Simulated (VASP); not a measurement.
Set up this calculation in VASP 6.6.1, as the native input.

```yaml
Task: single point
Functional: r2SCAN
Potentials_or_basis: VASP PAW PBE potentials, release 64 (Mo_sv, S)
Cutoff: 550 eV
k_mesh: 6 × 6 × 3, shifted
Occupations: methfessel-paxton, width 0.25 eV
Spin: no spin polarisation
Dipole_correction: no
Further_INCAR_settings: ALGO = Normal; EDIFF = 1e-06; NBANDS = 20; ISYM = 0
```

MoS2:

```
Mo S
1.0
     3.22746    0.00000    0.00000
    -1.61373    2.79506    0.00000
     0.00000    0.00000    6.31247
Mo S
1 2
Direct
  0.00000 0.00000 0.50000
  0.33333 0.66667 0.25532
  0.66667 0.33333 0.74468
```

One way to write it, as run:

POSCAR

```
MoS2
1.0
    3.2274600000      0.0000000000      0.0000000000
   -1.6137300000      2.7950623497      0.0000000000
    0.0000000000      0.0000000000      6.3124700000
Mo S
1 2
Direct
    0.0000000000      0.0000000000      0.5000000000
    0.3333333333      0.6666666667      0.2553200000
    0.6666666667      0.3333333333      0.7446800000
```

INCAR.step1

```
SYSTEM = MoS2
ALGO = Normal
EDIFF = 1E-5
ENCUT = 550
GGA = PE
GGA_COMPAT = .False.
ISMEAR = 1
ISYM = 0
LASPH = .True.
LCHARG = .False.
LREAL = .False.
LWAVE = .True.
NBANDS = 20
NELM = 120
PREC = Accurate
SIGMA = 0.25
```

INCAR.step2

```
SYSTEM = MoS2
ALGO = Normal
EDIFF = 1E-6
ENCUT = 550
GGA_COMPAT = .False.
ISIF = 2
ISMEAR = 1
ISTART = 1
ISYM = 0
LASPH = .True.
LCHARG = .True.
LELF = .True.
LMIXTAU = .True.
LREAL = .False.
LVHAR = .True.
LWAVE = .False.
METAGGA = R2SCAN
NBANDS = 20
NELM = 120
PREC = Accurate
SIGMA = 0.25
```

KPOINTS

```
Automatic mesh
0
Gamma
  6 6 3
  0.5 0.5 0.5
```

Potentials or basis: VASP PAW PBE potentials, release 64 (Mo_sv, S).

Command:

```console
$ cat potpaw_PBE.64/Mo_sv/POTCAR potpaw_PBE.64/S/POTCAR > POTCAR
$ cp INCAR.step1 INCAR
$ mpirun -np 1 vasp_std > vasp.out
$ cp INCAR.step2 INCAR
$ mpirun -np 1 vasp_std > vasp.out
```

Results of the run:

```yaml
Pressure: 0.1 GPa
Largest_force: 0.052 eV/Å
Band_gap_on_the_k_mesh: zero (bands 13 and 14 overlap by 0.19 eV)
```

Caveat: the k points lie up to 0.37 Å⁻¹ apart; the PAW data sets were made with another functional, which shifts forces and pressure a little.

Wall time 11 min on 1 thread of Intel(R) Xeon(R) Platinum 8259CL CPU @ 2.50GHz (Skylake/Cascade Lake), on a shared host, peak memory 0.33 GiB.
